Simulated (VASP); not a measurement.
## Ba: single point with LDA

The system is Ba.

```
Ba
1.0
     4.03525    0.00000    0.00000
     0.00000    4.03525    0.00000
     0.00000    0.00000    3.80019
Ba
1
Direct
  0.00000 0.00000 0.00000
```

This cell differs from its parent crystal: strain +0.030 along x and y, -0.030 along z.

* Program: VASP 6.6.1
* Task: single point
* Functional: LDA
* Potentials or basis: VASP PAW LDA potentials, release 64 (Ba_sv)
* Cutoff: 520 eV
* k mesh: 12 × 12 × 12
* Occupations: gaussian, width 0.15 eV
* Spin: no spin polarisation

* Pressure: -1.2 GPa
* Band gap on the k mesh: zero (bands 5 and 6 overlap by 0.32 eV)

Stress tensor (GPa, compression positive):
```
-1.75  0.00  0.00
 0.00 -1.75  0.00
 0.00  0.00 -0.06
```

Levels at points of the mesh, in eV from the Fermi level:
```
           k point  band 1  band 2  band 3  band 4  band 5  band 6  band 7  band 8  band 9  band 10
(0.00, 0.00, 0.00)  -29.04  -13.94  -13.94  -13.77   -2.56   -0.04   -0.01    4.60    5.03     5.03
(0.50, 0.00, 0.00)  -29.00  -14.56  -13.88  -13.72   -0.84    0.44    0.82    2.49    3.10     5.25
(0.50, 0.50, 0.00)  -28.95  -14.47  -14.47  -13.67   -0.88    0.37    3.21    3.21    3.50     3.50
(0.00, 0.00, 0.50)  -28.95  -14.75  -13.84  -13.84   -0.55    0.72    1.10    2.27    2.27     4.96
(0.50, 0.00, 0.50)  -28.91  -14.66  -14.41  -13.79   -0.98    0.74    2.71    3.12    3.48     3.55
(0.50, 0.50, 0.50)  -28.86  -14.58  -14.33  -14.33   -0.15   -0.15    0.25    4.10    6.26     6.46
```

Wall time 37 s on 1 thread of Intel(R) Xeon(R) 6975P-C (Granite Rapids), with other jobs on the host, peak memory 0.24 GiB.

Caveat: the cell differs from its parent crystal (strain +0.030 along x and y, -0.030 along z); spin-orbit coupling is left out, which moves the levels of the heavy elements.
